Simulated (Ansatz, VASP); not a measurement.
Ni in VASP and in Ansatz

```
Ni
1.0
    -1.75931    1.75931    0.00000
     0.00000    0.00000    3.51862
     1.75931    1.75931    0.00000
Ni
2
Direct
  0.00000 0.00000 0.00000
  0.50000 0.50000 0.50000
```

Alike in both runs: task single point; functional PBE; k mesh 15 × 10 × 15; occupations fermi-dirac, width 0.05 eV; collinear spin.

|  | VASP | Ansatz |
| --- | --- | --- |
| version | VASP 6.6.1 | Ansatz 0.2.0 |
| potentials or method | VASP PAW PBE potentials, release 64 (Ni) | PAW with Ansatz's default frozen-core files, scalar-relativistic |
| plane-wave cutoff (eV) | 520 | 420 |
| valence electrons in the cell | 20 | 36 |

VASP gave:

* pressure (GPa): 0.0
* traceless stress, the component that is largest in VASP (GPa): -0.06
* net moment per atom (μB): 0.64
* size of the moment on the site where the two differ most (μB): 0.65

Question: What did Ansatz give for the same quantities?

Answer: Pressure (GPa): 0.1; traceless stress, the component that is largest in VASP (GPa): -0.03; net moment per atom (μB): 0.65; size of the moment on the site where the two differ most (μB): 0.68.

Site moments also hang on the region over which each program counts them. VASP's potentials hold 20 valence electrons a cell and Ansatz's 36, so a difference there can come from the potentials and not from the codes.
